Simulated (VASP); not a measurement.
# BeS (Pm-3m) in VASP: a series of runs

Runs on BeS. Level: LDA. Tasks: single point.

Program: VASP 6.6.1. These are calculated values, not measurements. Logs are shortened: lines on timing, memory, paths and dates and some standing lists are left out, and cuts for length are marked.

### 1 The cell of the first run

Symmetry: Pm-3m, No. 221, cubic system. Conventional cell: a = 2.941 Å, b = 2.941 Å, c = 2.941 Å, α = 90.00°, β = 90.00°, γ = 90.00°. Be (site symmetry m-3m) has 8 S at 2.55 Å and 6 Be at 2.94 Å within 3.4 Å. S (site symmetry m-3m) has 8 Be at 2.55 Å and 6 S at 2.94 Å within 3.4 Å.

### 2 Single point, LDA

File INCAR:

```
PREC     = Accurate       # precision mode
ENCUT    = 600            # plane-wave cutoff, eV
EDIFF    = 1E-6           # SCF threshold, eV
ISMEAR   = -1             # smearing method
SIGMA    = 0.02           # smearing width, eV
LREAL    = False          # projectors in reciprocal space
LASPH    = True           # aspherical terms in the spheres
NELM     = 120            # most SCF steps
ALGO     = Normal         # electronic algorithm
ISIF     = 2              # what is computed and relaxed
LWAVE    = False          # write WAVECAR
LCHARG   = False          # write CHGCAR
NBANDS   = 11             # bands
GGA_COMPAT= False
```

File KPOINTS:

```
Automatic mesh
0
Gamma
  4 4 4
```

File POSCAR:

```
BeS
1.0
    2.9413850405      0.0000000000      0.0000000000
    0.0000000000      2.9413850405      0.0000000000
    0.0000000000      0.0000000000      2.9413850405
Be S
1 1
Direct
    0.0000000000      0.0000000000      0.0000000000
    0.5000000000      0.5000000000      0.5000000000
```

Potentials or basis: VASP PAW LDA potentials, release 64 (Be, S).

Run with:

```
$ cat potpaw_LDA.64/Be/POTCAR potpaw_LDA.64/S/POTCAR > POTCAR
$ mpirun -np 1 vasp_std > vasp.out
```

OUTCAR:

```text
PREC = Accurate
   ENCUT = 600
   EDIFF = 1E-6
   ISMEAR = -1
   LREAL = False
   LASPH = True
   NELM = 120
   ISIF = 2

 ion  position               nearest neighbor table
   1  0.000  0.000  0.000-   2 2.55   2 2.55   2 2.55   2 2.55   2 2.55   2 2.55   2 2.55   2 2.55

   2  0.500  0.500  0.500-   1 2.55   1 2.55   1 2.55   1 2.55   1 2.55   1 2.55   1 2.55   1 2.55

  LATTYP: Found a simple cubic cell.
 ALAT       =     2.9413850405

  Lattice vectors:

 A1 = (   2.9413850405,   0.0000000000,   0.0000000000)
 A2 = (   0.0000000000,   2.9413850405,   0.0000000000)
 A3 = (   0.0000000000,   0.0000000000,   2.9413850405)

Analysis of symmetry for initial positions (statically):
=====================================================================
 Subroutine PRICEL returns:
 Original cell was already a primitive cell.

 Routine SETGRP: Setting up the symmetry group for a
 simple cubic supercell.

 Subroutine GETGRP returns: Found 48 space group operations
 (whereof 48 operations were pure point group operations)
 out of a pool of 48 trial point group operations.

The static configuration has the point symmetry O_h .

Analysis of symmetry for dynamics (positions and initial velocities):
=====================================================================
 Subroutine PRICEL returns:
 Original cell was already a primitive cell.

 Routine SETGRP: Setting up the symmetry group for a
 simple cubic supercell.

 Subroutine GETGRP returns: Found 48 space group operations
 (whereof 48 operations were pure point group operations)
 out of a pool of 48 trial point group operations.

The dynamic configuration has the point symmetry O_h .

 Subroutine INISYM returns: Found 48 space group operations
 (whereof 48 operations are pure point group operations),
 and found     1 'primitive' translations

----------------------------------------------------------------------------------------

                                     Primitive cell

  volume of cell :      25.4481

  direct lattice vectors                    reciprocal lattice vectors
     2.941385041  0.000000000  0.000000000     0.339975891  0.000000000  0.000000000
     0.000000000  2.941385041  0.000000000     0.000000000  0.339975891  0.000000000
     0.000000000  0.000000000  2.941385041     0.000000000  0.000000000  0.339975891

  length of vectors
     2.941385041  2.941385041  2.941385041     0.339975891  0.339975891  0.339975891

  position of ions in fractional coordinates (direct lattice)
     0.000000000  0.000000000  0.000000000
     0.500000000  0.500000000  0.500000000

  ion indices of the primitive-cell ions
   primitive index   ion index
                 1           1
                 2           2

----------------------------------------------------------------------------------------

 KPOINTS: Automatic mesh

Automatic generation of k-mesh.
 Grid dimensions read from file:
 generate k-points for:    4    4    4

 Generating k-lattice:

  Cartesian coordinates                     Fractional coordinates (reciprocal lattice)
     0.084993973  0.000000000  0.000000000     0.250000000  0.000000000  0.000000000
     0.000000000  0.084993973  0.000000000     0.000000000  0.250000000  0.000000000
     0.000000000  0.000000000  0.084993973     0.000000000  0.000000000  0.250000000

  Length of vectors
     0.084993973  0.084993973  0.084993973

  Shift w.r.t. Gamma in fractional coordinates (k-lattice)
     0.000000000  0.000000000  0.000000000

 Subroutine IBZKPT returns following result:
 ===========================================

 Found     10 irreducible k-points:

 Following reciprocal coordinates:
            Coordinates               Weight
  0.000000  0.000000  0.000000      1.000000
  0.250000  0.000000  0.000000      6.000000
  0.500000  0.000000  0.000000      3.000000
  0.250000  0.250000  0.000000     12.000000
  0.500000  0.250000  0.000000     12.000000
  0.500000  0.500000  0.000000      3.000000
  0.250000  0.250000  0.250000      8.000000
  0.500000  0.250000  0.250000     12.000000
  0.500000  0.500000  0.250000      6.000000
  0.500000  0.500000  0.500000      1.000000
   k-points           NKPTS =     10   k-points in BZ     NKDIM =     10   number of bands    NBANDS=     11
   number of dos      NEDOS =    301   number of ions     NIONS =      2
   total plane-waves  NPLWV =  13824
   dimension x,y,z NGX =    24 NGY =   24 NGZ =   24
   dimension x,y,z NGXF=    48 NGYF=   48 NGZF=   48
   ions per type =               1   1
   NGX,Y,Z   is equivalent  to a cutoff of  13.56, 13.56, 13.56 a.u.
   NGXF,Y,Z  is equivalent  to a cutoff of  27.13, 27.13, 27.13 a.u.
 SYSTEM =  unknown system
   PREC   = accura    normal or accurate (medium, high low for compatibility)
   ISTART =      0    job   : 0-new  1-cont  2-samecut
   ICHARG =      2    charge: 1-file 2-atom 10-const
   ISPIN  =      1    spin polarized calculation?
   LNONCOLLINEAR =      F non collinear calculations
   LSORBIT =      F    spin-orbit coupling
   LASPH  =      T    aspherical Exc in radial PAW
   ENCUT  =  600.0 eV  44.10 Ry    6.64 a.u.   5.87  5.87  5.87*2*pi/ulx,y,z
   NELM   =    120;   NELMIN=  2; NELMDL= -5     # of ELM steps
   EDIFF  = 0.1E-05   stopping-criterion for ELM
   LREAL  =      F    real-space projection
   EDIFFG = 0.1E-04   stopping-criterion for IOM
   NSW    =      0    number of steps for IOM
   IBRION =     -1    ionic relax: 0-MD 1-quasi-New 2-CG
   NFREE  =      0    steps in history (QN), initial steepest desc. (CG)
   ISIF   =      2    stress and relaxation
   ISYM   =      2    0-nonsym 1-usesym 2-fastsym
   POTIM  = 0.5000    time-step for ionic-motion
   TEBEG  =    0.0;   TEEND  =   0.0 temperature during run
   PSTRESS=    0.0 pullay stress
   NELECT =       8.0000    total number of electrons
   NUPDOWN=      -1.0000    fix difference up-down
   EMIN   =  10.00;   EMAX   =-10.00  energy-range for DOS
   EFERMI =   0.00;   METHOD = LEGACY
   ISMEAR =    -1;   SIGMA  =   0.02  broadening in eV -4-tet -1-fermi 0-gaus
   EFERMI_NEDOS =   21; number of points for ismear=-14 and -15
   IALGO  =     38    algorithm
   IMIX   =      4    mixing-type and parameters
     AMIX     =   0.40;   BMIX     =  1.00
     AMIX_MAG =   1.60;   BMIX_MAG =  1.00
  volume/ion in A,a.u.               =      12.72        85.87
  Fermi-wavevector in a.u.,A,eV,Ry     =   1.113148  2.103545 16.858961  1.239099
  Thomas-Fermi vector in A             =   2.249730
   LORBIT       =      0    0 simple, 1 ext, 2 COOP (PROOUT), +10 PAW based schemes
   GGA     = CA    functional components
   LHFCALC =     F    Hartree Fock is set to
   AEXX    =    0.0000 exact exchange contribution
   IVDW    =     0    specifies the selected vdW correction
   LEPSILON=     F    determine dielectric tensor
   LRPA    =     F    only Hartree local field effects (RPA)
 non-spin polarized calculation
  energy-cutoff  :      600.00
  volume of cell :       25.45
 maximum number of plane-waves:       872
 NGX is ok and might be reduce to    24
   NGX = 11   NGY = 11   NGZ = 11

 number of electron       8.0000001 magnetization

 Free energy of the ion-electron system (eV)
  ---------------------------------------------------
  ext. energy  EPLUGINS =         0.00000000
  ---------------------------------------------------
  free energy    TOTEN  =        -8.22837821 eV

  energy without entropy =       -8.22416069  energy(sigma->0) =       -8.22626945

 E-fermi :   7.8464     XC(G=0): -10.7489

 val. band max:        7.4240295716   @ k =   0.5000   0.0000   0.0000
 cond. band min:       7.8683516774   @ k =   0.5000   0.2500   0.0000
 fundamental gap:      0.4443221058
 Fermi energy:         7.8463794316

 k-point     1 :       0.0000    0.0000    0.0000
  band No.  band energies     occupation
      1      -8.5890      2.00000
      2       5.6765      2.00000
      3       5.6765      2.00000
      4       5.6765      2.00000
      5       8.9477      0.00000
      6      12.4002      0.00000
      7      12.4002      0.00000
      8      17.0784      0.00000
      9      17.0784      0.00000
     10      17.0784      0.00000
     11      23.3540      0.00000

 k-point     2 :       0.2500    0.0000    0.0000
  band No.  band energies     occupation
      1      -7.8637      2.00000
      2       1.5877      2.00000
      3       6.3736      2.00000
      4       6.3736      2.00000
      5      10.0674      0.00000
      6      13.3275      0.00000
      7      14.7271      0.00000
      8      14.7271      0.00000
      9      15.1766      0.00000
     10      18.1764      0.00000
     11      22.7864      0.00000

 k-point     3 :       0.5000    0.0000    0.0000
  band No.  band energies     occupation
      1      -6.7691      2.00000
      2      -1.2233      2.00000
      3       7.4240      2.00000
      4       7.4240      2.00000
      5      10.7357      0.00000
      6      12.4408      0.00000
      7      12.4408      0.00000
      8      14.0879      0.00000
      9      14.9922      0.00000
     10      19.0501      0.00000
     11      24.8149      0.00000

 k-point     4 :       0.2500    0.2500    0.0000
  band No.  band energies     occupation
      1      -7.1327      2.00000
      2       2.2348      2.00000
      3       2.3402      2.00000
      4       6.9970      2.00000
      5      10.8732      0.00000
      6      11.8135      0.00000
      7      14.4455      0.00000
      8      15.6243      0.00000
      9      16.9628      0.00000
     10      19.7512      0.00000
     11      20.1848      0.00000
[... 43 lines left out ...]
 k-point     8 :       0.5000    0.2500    0.2500
  band No.  band energies     occupation
      1      -5.3089      2.00000
      2       0.2168      2.00000
      3       3.7067      2.00000
      4       4.5934      2.00000
      5       8.6934      0.00000
      6       9.2528      0.00000
      7      12.4352      0.00000
      8      14.8877      0.00000
      9      20.5919      0.00000
     10      20.6828      0.00000
     11      22.7242      0.00000

 k-point     9 :       0.5000    0.5000    0.2500
  band No.  band energies     occupation
      1      -4.2439      2.00000
      2       1.4060      2.00000
      3       1.4060      2.00000
      4       5.3494      2.00000
      5       6.0758      2.00000
      6      10.1128      0.00000
      7      10.1128      0.00000
      8      12.9469      0.00000
      9      21.8036      0.00000
     10      23.6195      0.00000
     11      23.6195      0.00000

 k-point    10 :       0.5000    0.5000    0.5000
  band No.  band energies     occupation
      1      -3.3292      2.00000
      2       2.9499      2.00000
      3       2.9499      2.00000
      4       2.9499      2.00000
      5       6.7522      2.00000
      6       6.7522      2.00000
      7       6.7522      2.00000
      8      11.1635      0.00000
      9      27.8542      0.00000
     10      27.8544      0.00000
     11      27.8552      0.00000

------------------------ aborting loop because EDIFF is reached ----------------------------------------

  FORCE on cell =-STRESS in cart. coord.  units (eV):
  Direction    XX          YY          ZZ          XY          YZ          ZX
  --------------------------------------------------------------------------------------
  -------------------------------------------------------------------------------------
  Total       -0.9561104     -0.9561104     -0.9561104      0.0000000     -0.0000000      0.0000000
  in kB      -60.1953564    -60.1953564    -60.1953564      0.0000000     -0.0000000      0.0000000
  external PRESSURE =     -60.1953564 kB  Pullay stress =       0.0000000 kB

 VOLUME and BASIS-vectors are now :
 -----------------------------------------------------------------------------
  energy-cutoff  :      600.00
  volume of cell :       25.45
      direct lattice vectors                 reciprocal lattice vectors
     2.941385041  0.000000000  0.000000000     0.339975891  0.000000000  0.000000000
     0.000000000  2.941385041  0.000000000     0.000000000  0.339975891  0.000000000
     0.000000000  0.000000000  2.941385041     0.000000000  0.000000000  0.339975891

 POSITION                                       TOTAL-FORCE (eV/Angst)
 -----------------------------------------------------------------------------------
      0.00000      0.00000      0.00000         0.000000      0.000000      0.000000
      1.47069      1.47069      1.47069         0.000000      0.000000      0.000000
 -----------------------------------------------------------------------------------
    total drift:                               -0.000000     -0.000000     -0.000000

  FREE ENERGIE OF THE ION-ELECTRON SYSTEM (eV)
  ---------------------------------------------------
  free  energy   TOTEN  =        -8.2283782071 eV

  energy  without entropy=       -8.2241606935  energy(sigma->0) =       -8.22626945
```

It took 3.7 s on 1 thread of Intel Xeon 8259CL, shared host; peak memory 0.12 GiB.

What came out:

* Free energy: -8.2284 eV
* Pressure: -6.0 GPa
* Band gap on the k mesh: zero (band 4 reaches 7.87 eV, above the bottom of band 5 at 6.08 eV)

Caveat: the k points lie up to 0.53 Å⁻¹ apart.

### 3 Single point, LDA

File INCAR:

```
PREC = Accurate ; ENCUT = 600
EDIFF = 1E-6 ; ISMEAR = -1
SIGMA = 0.02 ; LREAL = False
LASPH = True ; NELM = 120
ALGO = Normal ; ISIF = 2
LWAVE = False ; LCHARG = False
NBANDS = 11 ; GGA_COMPAT = False
```

File KPOINTS:

```
regular mesh
0
Gamma
  8 8 8
```

POSCAR is that of step 2.

Potentials or basis: VASP PAW LDA potentials, release 64 (Be, S).

Run with:

```
$ cat potpaw_LDA.64/Be/POTCAR potpaw_LDA.64/S/POTCAR > POTCAR
$ mpirun -np 1 vasp_std > vasp.out
```

Run time: 8.8 s. Hardware: 1 thread of Intel Xeon 8259CL, shared host; peak memory 0.13 GiB.

The run converged. Its results:

| Quantity | Value |
| --- | --- |
| Free energy | -8.2050 eV |
| Pressure | -5.5 GPa |
| Band gap on the k mesh | zero (band 4 reaches 7.82 eV, above the bottom of band 5 at 6.09 eV) |

Levels at points of the mesh, in eV from the Fermi level:
| k point | band 1 | band 2 | band 3 | band 4 | band 5 | band 6 | band 7 | band 8 | band 9 |
| --- | --- | --- | --- | --- | --- | --- | --- | --- | --- |
| (0.00, 0.00, 0.00) | -15.82 | -1.55 | -1.55 | -1.55 | 1.74 | 5.19 | 5.19 | 9.88 | 9.88 |
| (0.50, 0.00, 0.00) | -14.01 | -8.44 | 0.18 | 0.18 | 3.53 | 5.25 | 5.25 | 6.88 | 7.77 |
| (0.50, 0.50, 0.00) | -12.14 | -6.68 | -6.68 | -1.59 | 1.16 | 7.67 | 7.67 | 7.87 | 9.78 |
| (0.50, 0.50, 0.50) | -10.58 | -4.29 | -4.29 | -4.29 | -0.44 | -0.44 | -0.44 | 3.99 | 20.65 |
